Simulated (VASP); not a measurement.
Write the native input for VASP 6.6.1 that does the following.

* Task: single point
* Functional: LDA
* Potentials or basis: VASP PAW LDA potentials, release 64 (Mg, S)
* Cutoff: 520 eV
* k mesh: 8 × 8 × 8
* Occupations: fermi-dirac, width 0.01 eV
* Spin: no spin polarisation
* Dipole correction: no
* Further INCAR settings: ALGO = Normal; EDIFF = 1e-06; NBANDS = 11

The structure of MgS lies in POSCAR:

```
MgS
1.0
    0.0000000000      2.5485401997      2.5485401997
    2.5485401997      0.0000000000      2.5485401997
    2.5485401997      2.5485401997      0.0000000000
Mg S
1 1
Direct
    0.0000000000      0.0000000000      0.0000000000
    0.5000000000      0.5000000000      0.5000000000
```

This cell differs from its parent crystal: volume scaled by 0.94.

These files were run (other wordings do the same):

INCAR

```
SYSTEM = MgS
PREC = Accurate
ENCUT = 520
EDIFF = 1E-6
ISMEAR = -1
SIGMA = 0.01
LREAL = .False.
LASPH = .True.
NELM = 100
ALGO = Normal
ISIF = 2
LWAVE = .False.
LCHARG = .False.
GGA = CA
NBANDS = 11
```

KPOINTS

```
regular mesh
0
Gamma
  8 8 8
  0 0 0
```

Potentials or basis: VASP PAW LDA potentials, release 64 (Mg, S).

Launch:

```bash
$ cat potpaw_LDA.64/Mg/POTCAR potpaw_LDA.64/S/POTCAR > POTCAR
$ mpirun -np 1 vasp_std > vasp.out
```

It gave:

* Pressure: 1.0 GPa
* Band gap on the k mesh: 2.69 eV, indirect (least direct gap 4.00 eV)

Wall time 4.7 s on 1 thread of Intel(R) Xeon(R) 6975P-C (Granite Rapids), on a shared host, peak memory 0.14 GiB.
